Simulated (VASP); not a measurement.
# TaCuP2 (R-3m) in VASP: a series of runs

The runs below take TaCuP2 through single point, relaxation of cell and atoms, with PBE+U.

All numbers are computed with VASP 6.6.1; they aren't measurements. Logs are shortened: lines on timing, memory, paths and dates and some standing lists are left out, and cuts for length are marked.

## (1) The cell of the first run

Symmetry: R-3m, No. 166, trigonal system. The conventional cell has a = 3.212 Å, b = 3.212 Å, c = 23.691 Å, α = 90.00°, β = 90.00°, γ = 120.00°. Within 3.3 Å of Ta (site symmetry -3m) lie 6 P at 2.52 Å and 6 Ta at 3.21 Å. Within 3.0 Å of Cu (site symmetry -3m) lie 2 P at 2.24 Å. P (site symmetry 3m) has 1 Cu at 2.24 Å and 3 Ta at 2.52 Å within 3.0 Å.

## (2) Single point, PBE+U

File INCAR:

```
SYSTEM = TaCuP2
PREC = Accurate
ENCUT = 520
EDIFF = 1E-7
ISMEAR = -1
SIGMA = 0.1
LREAL = .FALSE.
LASPH = .TRUE.
NELM = 150
ALGO = Normal
ISIF = 2
LWAVE = .FALSE.
LCHARG = .FALSE.
LMAXMIX = 4
LDAU = .TRUE.
LDAUTYPE = 2
LDAUL = -1 2 -1
LDAUU = 0 5 0
LDAUJ = 0 0 0
LDAUPRINT = 1
GGA = PE
NBANDS = 24
```

File KPOINTS:

```
Automatic mesh
0
G
  6 6 6
  0 0 0
```

File POSCAR:

```
TaCuP2
1.0
    3.2116221056      0.0000000000      0.0000000000
   -1.6058110528      2.7813463308     -0.0000009031
    0.0000000000     -1.8542283229      7.8971449151
Ta Cu P
1 1 2
Direct
    0.5000000000      0.0000000000      0.5000000000
    0.0000000000      0.0000000000      0.0000000000
    0.0946276931      0.1892553862      0.2838830793
    0.9053723069      0.8107446138      0.7161169207
```

Potentials or basis: VASP PAW PBE potentials, release 64 (Ta_pv, Cu, P).

Command:

```sh
$ cat potpaw_PBE.64/Ta_pv/POTCAR potpaw_PBE.64/Cu/POTCAR potpaw_PBE.64/P/POTCAR > POTCAR
$ mpirun -np 1 vasp_std > vasp.out
```

OUTCAR:

```text
SYSTEM = TaCuP2
   PREC = Accurate
   ENCUT = 520
   EDIFF = 1E-7
   ISMEAR = -1
   LREAL = .FALSE.
   LASPH = .TRUE.
   NELM = 150
   ISIF = 2
   GGA = PE

 ion  position               nearest neighbor table
   1  0.500  0.000  0.500-   3 2.52   3 2.52   4 2.52   4 2.52   3 2.52   4 2.52
   2  0.000  0.000  0.000-   3 2.24   4 2.24
   3  0.095  0.189  0.284-   2 2.24   1 2.52   1 2.52   1 2.52
   4  0.905  0.811  0.716-   2 2.24   1 2.52   1 2.52   1 2.52

  LATTYP: Found a trigonal (rhomboedric) cell.
 ALAT       =     8.1119085599
 COS(alpha) =     0.9216258600

  Lattice vectors:

 A1 = (  -0.0000000000,  -1.8542283229,   7.8971449151)
 A2 = (   1.6058110528,   0.9271180079,   7.8971440120)
 A3 = (  -1.6058110528,   0.9271180079,   7.8971440120)

Analysis of symmetry for initial positions (statically):
=====================================================================
 Subroutine PRICEL returns:
 Original cell was already a primitive cell.

 Routine SETGRP: Setting up the symmetry group for a
 trigonal (rhombohedral) supercell.

 Subroutine GETGRP returns: Found 12 space group operations
 (whereof 12 operations were pure point group operations)
 out of a pool of 12 trial point group operations.

The static configuration has the point symmetry D_3d.

Analysis of symmetry for dynamics (positions and initial velocities):
=====================================================================
 Subroutine PRICEL returns:
 Original cell was already a primitive cell.

 Routine SETGRP: Setting up the symmetry group for a
 trigonal (rhombohedral) supercell.

 Subroutine GETGRP returns: Found 12 space group operations
 (whereof 12 operations were pure point group operations)
 out of a pool of 12 trial point group operations.

The dynamic configuration has the point symmetry D_3d.

 Subroutine INISYM returns: Found 12 space group operations
 (whereof 12 operations are pure point group operations),
 and found     1 'primitive' translations

----------------------------------------------------------------------------------------

                                     Primitive cell

  volume of cell :      70.5423

  direct lattice vectors                    reciprocal lattice vectors
     3.211622106  0.000000000  0.000000000     0.311369136  0.179769068  0.042209292
    -1.605811053  2.781346331 -0.000000903     0.000000000  0.359538136  0.084418585
     0.000000000 -1.854228323  7.897144915     0.000000000  0.000000041  0.126628052

  length of vectors
     3.211622106  3.211622106  8.111908560     0.362007294  0.369315812  0.126628052

  position of ions in fractional coordinates (direct lattice)
     0.500000000  0.000000000  0.500000000
     0.000000000  0.000000000  0.000000000
     0.094627693  0.189255386  0.283883079
     0.905372307  0.810744614  0.716116921

  ion indices of the primitive-cell ions
   primitive index   ion index
                 1           1
                 2           2
                 3           3
                 4           4

----------------------------------------------------------------------------------------

 KPOINTS: Automatic mesh

Automatic generation of k-mesh.
 Grid dimensions read from file:
 generate k-points for:    6    6    6

 Generating k-lattice:

  Cartesian coordinates                     Fractional coordinates (reciprocal lattice)
     0.051894856  0.029961511  0.007034882     0.166666667  0.000000000 -0.000000000
     0.000000000  0.059923023  0.014069764     0.000000000  0.166666667 -0.000000000
     0.000000000  0.000000007  0.021104675     0.000000000  0.000000000  0.166666667

  Length of vectors
     0.060334549  0.061552635  0.021104675

  Shift w.r.t. Gamma in fractional coordinates (k-lattice)
     0.000000000  0.000000000  0.000000000

 Subroutine IBZKPT returns following result:
 ===========================================

 Found     32 irreducible k-points:

 Following reciprocal coordinates:
            Coordinates               Weight
  0.000000  0.000000  0.000000      1.000000
  0.166667  0.000000  0.000000      6.000000
  0.333333  0.000000  0.000000      6.000000
  0.500000  0.000000  0.000000      3.000000
  0.000000  0.166667  0.000000      6.000000
  0.166667  0.166667  0.000000     12.000000
[... 16 lines left out ...]
  0.000000  0.333333  0.166667      6.000000
  0.166667  0.333333  0.166667     12.000000
 [... further k-points ...]
   k-points           NKPTS =     32   k-points in BZ     NKDIM =     32   number of bands    NBANDS=     24
   number of dos      NEDOS =    301   number of ions     NIONS =      4
   total plane-waves  NPLWV =  34560
   dimension x,y,z NGX =    24 NGY =   24 NGZ =   60
   dimension x,y,z NGXF=    48 NGYF=   48 NGZF=  120
   ions per type =               1   1   2
   NGX,Y,Z   is equivalent  to a cutoff of  12.42, 12.42, 12.30 a.u.
   NGXF,Y,Z  is equivalent  to a cutoff of  24.85, 24.85, 24.59 a.u.
 SYSTEM =  TaCuP2
   PREC   = accura    normal or accurate (medium, high low for compatibility)
   ISTART =      0    job   : 0-new  1-cont  2-samecut
   ICHARG =      2    charge: 1-file 2-atom 10-const
   ISPIN  =      1    spin polarized calculation?
   LNONCOLLINEAR =      F non collinear calculations
   LSORBIT =      F    spin-orbit coupling
   LASPH  =      T    aspherical Exc in radial PAW
   ENCUT  =  520.0 eV  38.22 Ry    6.18 a.u.   5.97  5.97 15.08*2*pi/ulx,y,z
   NELM   =    150;   NELMIN=  2; NELMDL= -5     # of ELM steps
   EDIFF  = 0.1E-06   stopping-criterion for ELM
   LREAL  =      F    real-space projection
   EDIFFG = 0.1E-05   stopping-criterion for IOM
   NSW    =      0    number of steps for IOM
   IBRION =     -1    ionic relax: 0-MD 1-quasi-New 2-CG
   NFREE  =      0    steps in history (QN), initial steepest desc. (CG)
   ISIF   =      2    stress and relaxation
   ISYM   =      2    0-nonsym 1-usesym 2-fastsym
   POTIM  = 0.5000    time-step for ionic-motion
   TEBEG  =    0.0;   TEEND  =   0.0 temperature during run
   PSTRESS=    0.0 pullay stress
   NELECT =      32.0000    total number of electrons
   NUPDOWN=      -1.0000    fix difference up-down
   EMIN   =  10.00;   EMAX   =-10.00  energy-range for DOS
   EFERMI =   0.00;   METHOD = LEGACY
   ISMEAR =    -1;   SIGMA  =   0.10  broadening in eV -4-tet -1-fermi 0-gaus
   EFERMI_NEDOS =   21; number of points for ismear=-14 and -15
   IALGO  =     38    algorithm
   IMIX   =      4    mixing-type and parameters
     AMIX     =   0.40;   BMIX     =  1.00
     AMIX_MAG =   1.60;   BMIX_MAG =  1.00
  volume/ion in A,a.u.               =      17.64       119.01
  Fermi-wavevector in a.u.,A,eV,Ry     =   1.257887  2.377062 21.528222  1.582280
  Thomas-Fermi vector in A             =   2.391524
   LORBIT       =      0    0 simple, 1 ext, 2 COOP (PROOUT), +10 PAW based schemes
 LDA+U is selected, type is set to LDAUTYPE =  2
   angular momentum for each species LDAUL =    -1    2   -1
   U (eV)           for each species LDAUU =   0.0  5.0  0.0
   J (eV)           for each species LDAUJ =   0.0  0.0  0.0
   GGA     = PE    functional components
   LHFCALC =     F    Hartree Fock is set to
   AEXX    =    0.0000 exact exchange contribution
   IVDW    =     0    specifies the selected vdW correction
   LEPSILON=     F    determine dielectric tensor
   LRPA    =     F    only Hartree local field effects (RPA)
 non-spin polarized calculation
  energy-cutoff  :      520.00
  volume of cell :       70.54
 maximum number of plane-waves:      1926
   NGX = 11   NGY = 11   NGZ = 31

atom =   2  type =  2  l = 2

 onsite density matrix

spin component  1

  0.9533 -0.0000  0.0000 -0.0020  0.0000
 -0.0000  0.9376 -0.0000 -0.0000 -0.0020
  0.0000 -0.0000  0.9173 -0.0000  0.0000
 -0.0020 -0.0000 -0.0000  0.9376 -0.0000
  0.0000 -0.0020  0.0000 -0.0000  0.9533

spin component  2

  0.9533 -0.0000  0.0000 -0.0020  0.0000
 -0.0000  0.9376 -0.0000 -0.0000 -0.0020
  0.0000 -0.0000  0.9173 -0.0000  0.0000
 -0.0020 -0.0000 -0.0000  0.9376 -0.0000
  0.0000 -0.0020  0.0000 -0.0000  0.9533

 occupancies and eigenvectors

  o =  0.9173  v =  0.0000 -0.0000 -1.0000 -0.0000 -0.0000  0.0000  0.0000  0.0000  0.0000  0.0000      0.0000  0.0000  0.0000  0.0000  0.0000  0.0000  0.0000  0.0000  0.0000  0.0000
  o =  0.9173  v =  0.0000  0.0000  0.0000  0.0000  0.0000  0.0000 -0.0000 -1.0000 -0.0000 -0.0000      0.0000  0.0000  0.0000  0.0000  0.0000  0.0000  0.0000  0.0000  0.0000  0.0000
  o =  0.9373  v =  0.0000  0.9919 -0.0000  0.0000  0.1272  0.0000  0.0000  0.0000  0.0000  0.0000      0.0000  0.0000  0.0000  0.0000  0.0000  0.0000  0.0000  0.0000  0.0000  0.0000
  o =  0.9373  v =  0.0000  0.0000  0.0000  0.0000  0.0000  0.0000  0.9919 -0.0000  0.0000  0.1272      0.0000  0.0000  0.0000  0.0000  0.0000  0.0000  0.0000  0.0000  0.0000  0.0000
  o =  0.9373  v =  0.0000  0.0000  0.0000  0.0000  0.0000  0.1272 -0.0000  0.0000  0.9919 -0.0000      0.0000  0.0000  0.0000  0.0000  0.0000  0.0000  0.0000  0.0000  0.0000  0.0000
  o =  0.9373  v =  0.1272 -0.0000  0.0000  0.9919 -0.0000  0.0000  0.0000  0.0000  0.0000  0.0000      0.0000  0.0000  0.0000  0.0000  0.0000  0.0000  0.0000  0.0000  0.0000  0.0000
  o =  0.9535  v =  0.9919 -0.0000  0.0000 -0.1272  0.0000  0.0000  0.0000  0.0000  0.0000  0.0000      0.0000  0.0000  0.0000  0.0000  0.0000  0.0000  0.0000  0.0000  0.0000  0.0000
  o =  0.9535  v =  0.0000  0.0000  0.0000  0.0000  0.0000  0.9919 -0.0000  0.0000 -0.1272  0.0000      0.0000  0.0000  0.0000  0.0000  0.0000  0.0000  0.0000  0.0000  0.0000  0.0000
  o =  0.9535  v =  0.0000  0.0000  0.0000  0.0000  0.0000  0.0000  0.1272 -0.0000 -0.0000 -0.9919      0.0000  0.0000  0.0000  0.0000  0.0000  0.0000  0.0000  0.0000  0.0000  0.0000
  o =  0.9535  v =  0.0000  0.1272 -0.0000 -0.0000 -0.9919  0.0000  0.0000  0.0000  0.0000  0.0000      0.0000  0.0000  0.0000  0.0000  0.0000  0.0000  0.0000  0.0000  0.0000  0.0000

 number of electron      32.0000011 magnetization

 Free energy of the ion-electron system (eV)
  ---------------------------------------------------
  ext. energy  EPLUGINS =         0.00000000
  ---------------------------------------------------
  free energy    TOTEN  =       -25.66407892 eV

  energy without entropy =      -25.63541895  energy(sigma->0) =      -25.64974893

 E-fermi :   5.7188     XC(G=0): -10.8494

 val. band max:        5.7061104674   @ k =   0.0000   0.1667   0.1667
 cond. band min:       5.8324895085   @ k =   0.0000   0.1667   0.3333
 fundamental gap:      0.1263790411
 Fermi energy:         5.7187675500

 k-point     1 :       0.0000    0.0000    0.0000
  band No.  band energies     occupation
      1     -28.5010      2.00000
      2     -28.4504      2.00000
      3     -28.4504      2.00000
      4      -7.0051      2.00000
      5      -5.3931      2.00000
      6      -1.2921      2.00000
[... 16 lines left out ...]
     23      12.2612      0.00000
     24      15.0406      0.00000

 k-point     2 :       0.1667    0.0000    0.0000
  band No.  band energies     occupation
      1     -28.5592      2.00000
      2     -28.4813      2.00000
      3     -28.4756      2.00000
      4      -6.4826      2.00000
      5      -5.1581      2.00000
      6      -0.7446      2.00000
[... 16 lines left out ...]
     23      13.5398      0.00000
     24      13.7767      0.00000

 k-point     3 :       0.3333    0.0000    0.0000
  band No.  band energies     occupation
      1     -28.7704      2.00000
      2     -28.5255      2.00000
      3     -28.4418      2.00000
      4      -5.1688      2.00000
      5      -4.5733      2.00000
      6       0.2990      2.00000
[... 16 lines left out ...]
     23      11.4315      0.00000
     24      12.6306      0.00000
[... 514 lines left out ...]
 k-point    23 :       0.0000    0.3333    0.1667
  band No.  band energies     occupation
      1     -28.7704      2.00000
      2     -28.5255      2.00000
      3     -28.4418      2.00000
      4      -5.1432      2.00000
      5      -4.6124      2.00000
      6       0.3691      2.00000
[... 16 lines left out ...]
     23      11.8426      0.00000
     24      12.7858      0.00000

 k-point    24 :       0.1667    0.3333    0.1667
  band No.  band energies     occupation
      1     -28.8196      2.00000
      2     -28.6063      2.00000
      3     -28.4220      2.00000
      4      -4.4599      2.00000
      5      -3.9069      2.00000
      6       0.4111      2.00000
[... 16 lines left out ...]
     23      12.0036      0.00000
     24      12.4362      0.00000

 [... further k-points ...]
[... 5 lines left out ...]
  --------------------------------------------------------------------------------------
  -------------------------------------------------------------------------------------
  Total        0.1242185      0.1242185     -0.5896917      0.0000000     -0.0000002      0.0000000
  in kB        2.8212879      2.8212879    -13.3932513      0.0000000     -0.0000053      0.0000000
  external PRESSURE =      -2.5835585 kB  Pullay stress =       0.0000000 kB

 VOLUME and BASIS-vectors are now :
 -----------------------------------------------------------------------------
  energy-cutoff  :      520.00
  volume of cell :       70.54
      direct lattice vectors                 reciprocal lattice vectors
     3.211622106  0.000000000  0.000000000     0.311369136  0.179769068  0.042209292
    -1.605811053  2.781346331 -0.000000903     0.000000000  0.359538136  0.084418585
     0.000000000 -1.854228323  7.897144915     0.000000000  0.000000041  0.126628052

 POSITION                                       TOTAL-FORCE (eV/Angst)
 -----------------------------------------------------------------------------------
      1.60581     -0.92711      3.94857        -0.000000     -0.000000     -0.000000
      0.00000      0.00000      0.00000         0.000000      0.000000     -0.000000
      0.00000      0.00000      2.24187         0.000000     -0.000000     -0.152559
      1.60581      0.92712      5.65528        -0.000000      0.000000      0.152559
 -----------------------------------------------------------------------------------
    total drift:                               -0.000000      0.000000     -0.000000

  FREE ENERGIE OF THE ION-ELECTRON SYSTEM (eV)
  ---------------------------------------------------
  free  energy   TOTEN  =       -25.6640789216 eV

  energy  without entropy=      -25.6354189483  energy(sigma->0) =      -25.64974893
```

Wall time 41 s (1 thread of Intel Xeon Platinum 8259CL at 2.50GHz (Skylake/Cascade Lake), shared host); peak memory 0.21 GiB.

Results:

```yaml
Free_energy: -25.6641 eV
Pressure: -0.3 GPa
Largest_force: 0.153 eV/Å
Band_gap_on_the_k_mesh: zero (band 16 reaches 6.97 eV, above the bottom of band 17 at 5.35 eV)
```

Forces on the atoms (eV/Å):
```
Ta   0.000  0.000  0.000
Cu   0.000  0.000  0.000
P    0.000  0.000 -0.153
P    0.000  0.000  0.153
```

Levels at points of the mesh, in eV from the Fermi level:
| k point | band 14 | band 15 | band 16 | band 17 | band 18 | band 19 |
| --- | --- | --- | --- | --- | --- | --- |
| (0.00, 0.00, 0.00) | -1.52 | -1.52 | 1.25 | 1.25 | 2.34 | 2.34 |
| (0.50, 0.00, 0.00) | -1.85 | -1.37 | -1.26 | 0.76 | 1.19 | 4.08 |
| (0.00, 0.50, 0.00) | -1.98 | -1.69 | -0.95 | 0.48 | 1.92 | 3.86 |
| (0.00, 0.00, 0.50) | -1.57 | -0.23 | 1.24 | 1.24 | 2.55 | 2.55 |

Eigenvalues of the final occupation matrices:
| site | spin | trace | eigenvalues |
| --- | --- | --- | --- |
| site 2 d | 1 | 4.70 | 0.92 0.94 0.94 0.95 0.95 |
| site 2 d | 2 | 4.70 | 0.92 0.94 0.94 0.95 0.95 |

Caveat: the k points lie up to 0.39 Å⁻¹ apart; spin-orbit coupling is left out, which moves the levels of the heavy elements; U without spin polarisation on a metal has little footing; the U is typed as a test and isn't derived for this compound.

## (3) Relaxation of cell and atoms, PBE+U

This run uses another cell than the first one, of 18.72 Å³/atom, 1.062 times its volume.

File INCAR:

```
SYSTEM = TaCuP2
PREC = Accurate
ENCUT = 600
EDIFF = 1E-6
ISMEAR = -1
SIGMA = 0.1
LREAL = .False.
LASPH = .True.
NELM = 150
ALGO = Normal
ISIF = 3
LWAVE = .False.
LCHARG = .False.
LMAXMIX = 4
LDAU = .True.
LDAUTYPE = 2
LDAUL = -1 2 -1
LDAUU = 0 5 0
LDAUJ = 0 0 0
LDAUPRINT = 1
GGA = PE
IBRION = 2
NSW = 60
EDIFFG = -0.01
```

File KPOINTS:

```
Automatic mesh
0
Gamma
  6 6 6
  0 0 0
```

File POSCAR:

```
TaCuP2
1.0
    3.5999600000      0.0000000000      0.0000000000
   -1.7999800000      3.1176620000      0.0000000000
    0.0000000000     -2.0784370000      6.6726340000
Ta Cu P
1 1 2
Direct
    0.5000000000      0.0000000000      0.5000000000
    0.0000000000      0.0000000000      0.0000000000
    0.1190000000      0.2380000000      0.3570000000
    0.8810000000      0.7620000000      0.6430000000
```

Potentials or basis: VASP PAW PBE potentials, release 64 (Ta_pv, Cu, P).

Command:

```sh
$ cat potpaw_PBE.64/Ta_pv/POTCAR potpaw_PBE.64/Cu/POTCAR potpaw_PBE.64/P/POTCAR > POTCAR
$ mpirun -np 1 vasp_std > vasp.out
```

Wall time 20 min (1 thread of Intel Xeon Platinum 8259CL at 2.50GHz (Skylake/Cascade Lake), shared host); peak memory 0.28 GiB.

Results (log left out):

```yaml
Free_energy: -25.6678 eV
Relaxed_volume: 17.63 Å³/atom
Relaxed_cell: a = 3.221 Å, b = 3.221 Å, c = 8.067 Å, α = 101.51°, β = 90.00°, γ = 120.00°
Space_group_after_relaxing_to_0.05_Å: R-3m (No. 166)
Energy_gained_by_relaxing: 989.1 meV/atom
Ionic_steps: 35
Pressure_after_relaxing: -0.1 GPa
Largest_force_after_relaxing: 0.004 eV/Å
Band_gap_on_the_k_mesh: zero (band 16 reaches 6.95 eV, above the bottom of band 17 at 5.38 eV)
```

Forces in eV/Å, atoms in the order of the input:
```
Ta   0.000  0.000  0.000
Cu   0.000  0.000  0.000
P    0.000  0.000 -0.004
P    0.000  0.000  0.004
```

Step by step:
```tsv
step	energy change (eV)	largest force (eV/Å)	pressure (GPa)	volume (Å³)
1	0.0000	7.1903	30.23	74.89
2	-0.5108	1.4296	-15.24	119.82
3	-2.6071	1.4795	-5.39	94.28
4	-2.6177	1.7069	-4.28	93.08
5	-2.6180	1.8189	-3.77	92.51
6	-3.0408	1.1496	-2.33	87.94
7	-3.3177	0.6036	1.26	81.63
8	-3.5713	0.5237	-0.56	79.95
9	-3.8412	0.9759	-5.57	75.26
10	-3.9499	0.1687	0.96	69.36
11	-3.9523	0.2702	-0.14	70.09
12	-3.9557	0.1223	0.01	70.36
13	-3.9562	0.0031	0.13	70.57
14	-3.9562	0.0303	0.13	70.52
15	-3.9564	0.0118	-0.20	70.64
16	-3.9564	0.0171	-0.11	70.61
17	-3.9564	0.0167	-0.10	70.62
18	-3.9564	0.0148	-0.17	70.63
19	-3.9564	0.0155	-0.21	70.62
20	-3.9564	0.0161	-0.18	70.62
21	-3.9564	0.0237	-0.04	70.53
22	-3.9565	0.0102	-0.07	70.56
23	-3.9565	0.0126	-0.07	70.55
24	-3.9565	0.0183	-0.04	70.54
25	-3.9565	0.0139	-0.04	70.55
26	-3.9565	0.0128	-0.13	70.55
27	-3.9565	0.0164	0.10	70.45
28	-3.9565	0.0139	0.05	70.51
29	-3.9565	0.0140	0.04	70.52
30	-3.9565	0.0138	0.00	70.53
31	-3.9565	0.0136	-0.03	70.53
32	-3.9565	0.0134	0.11	70.52
33	-3.9565	0.0138	-0.05	70.52
34	-3.9565	0.0135	0.03	70.52
35	-3.9565	0.0041	-0.06	70.52
```

Final structure:
```
CELL_PARAMETERS angstrom
3.22072 0.00000 0.00000
-1.61036 2.78923 0.00000
0.00000 -1.85948 7.85019
ATOMIC_POSITIONS crystal
Ta 0.50000 0.00000 0.50000
Cu 0.00000 0.00000 0.00000
P 0.09432 0.18865 0.28297
P 0.90568 0.81135 0.71703
```

Levels at points of the mesh, in eV from the Fermi level:
```csv
k point,band 14,band 15,band 16,band 17,band 18,band 19
"(0.00, 0.00, 0.00)",-1.55,-1.55,1.22,1.22,2.28,2.28
"(0.50, 0.00, 0.00)",-1.87,-1.39,-1.26,0.73,1.19,4.02
"(0.00, 0.50, 0.00)",-2.00,-1.71,-0.96,0.44,1.94,3.89
"(0.00, 0.00, 0.50)",-1.60,-0.19,1.21,1.21,2.51,2.51
```

Eigenvalues of the final occupation matrices:
```
    site  spin  trace               eigenvalues
site 2 d     1   4.70  0.92 0.94 0.94 0.95 0.95
site 2 d     2   4.70  0.92 0.94 0.94 0.95 0.95
```

Caveat: the electronic state changed during the relaxation; spin-orbit coupling is left out, which moves the levels of the heavy elements; U without spin polarisation on a metal has little footing; the U is typed as a test and isn't derived for this compound.
